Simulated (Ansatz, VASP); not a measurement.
**Ba: VASP beside Ansatz**

```
Ba
1.0
    -2.47262    2.47262    2.47262
     2.47262   -2.47262    2.47262
     2.47262    2.47262   -2.47262
Ba
1
Direct
  0.00000 0.00000 0.00000
```

Change from the starting cell: volume scaled by 0.96.

Alike in both runs: task single point; functional PBEsol; k mesh 8 × 8 × 8; occupations gaussian, width 0.05 eV; no spin polarisation.

|  | VASP | Ansatz |
| --- | --- | --- |
| version | VASP 6.6.1 | Ansatz 0.2.0 |
| potentials or method | VASP PAW PBE potentials, release 64 (Ba_sv), cutoff 520 eV | all-electron LAPW, scalar-relativistic |

VASP gave:

| Property | Result |
| --- | --- |
| gap on the k mesh at the Fermi level (eV) | none |
| pressure (GPa) | -0.3 |

Question: What did Ansatz give for the same quantities?

Answer: gap on the k mesh at the Fermi level (eV): none; pressure (GPa): -0.4.

VASP's potentials were made for PBE, not for PBEsol. A gap of «none» marks a metal or a gap that the smearing closes. Ansatz ran all-electron here, and VASP with PAW potentials.

Spin-orbit coupling is off throughout.
